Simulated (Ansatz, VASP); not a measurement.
## AgCl: VASP beside Ansatz

INCAR

```
SYSTEM = AgCl
PREC = Accurate
ENCUT = 520
EDIFF = 1E-8
ISMEAR = -1
SIGMA = 0.01
LREAL = .False.
LASPH = .True.
NELM = 100
ALGO = Normal
ISIF = 2
LWAVE = .False.
LCHARG = .False.
GGA = PS
LEFG = .True.
NBANDS = 16
```

The input KPOINTS:

```
Automatic mesh
0
Gamma
  9 9 9
  0 0 0
```

File POSCAR:

```
AgCl
1.0
    3.4339730000      0.0000000000      0.0000000000
    0.0000000000      3.4339730000      0.0000000000
    0.0000000000      0.0000000000      3.5026524600
Ag Cl
1 1
Direct
    0.0000000000      0.0000000000      0.0000000000
    0.5000000000      0.5000000000      0.5000000000
```

Input for Ansatz:

```yaml
crystal:
  lattice:
    - [3.433973, 0.0, 0.0]
    - [0.0, 3.433973, 0.0]
    - [0.0, 0.0, 3.50265246]
  atoms:
    - { symbol: Ag, position: [0.0, 0.0, 0.0] }
    - { symbol: Cl, position: [0.5, 0.5, 0.5] }
kpoints:
  mp_grid: { grid: [9, 9, 9] }
scf:
  occupations: { method: fermi_dirac, width: 0.01 }
hamiltonian:
  xc: pbesol
  pseudopotentials: { kind: all_electron, datasets: crystal }
output:
  forces: true
  stress: true
  eigenvalues: true
  efg: { contact_densities: true }
```

Change from the starting cell: zz strain of +2 %, crystal datasets.

Alike in both runs: task electric field gradients; functional PBEsol; k mesh 9 × 9 × 9; occupations fermi-dirac, width 0.01 eV; no spin polarisation.

|  | VASP | Ansatz |
| --- | --- | --- |
| version | VASP 6.6.1 | Ansatz 0.2.0 |
| potentials or method | VASP PAW PBE potentials, release 64 (Ag, Cl), cutoff 520 eV | all-electron PAW with datasets made for the crystal, scalar-relativistic |

|  | VASP | Ansatz | Ansatz less VASP |
| --- | --- | --- | --- |
| gap on the k mesh at the Fermi level (eV) | 0.42 | 0.42 | +0.002 |
| pressure (GPa) | -5.4 | -5.3 | +0.09 |
| traceless stress, the component that is largest in VASP (GPa) | -0.59 | -0.59 | +0.002 |
| size of Vzz on the site where it differs most (V/Å²) | 1.9 | 2.4 | +0.51 |

VASP's potentials were made for PBE, not for PBEsol. Ansatz ran all-electron here, and VASP with PAW potentials.
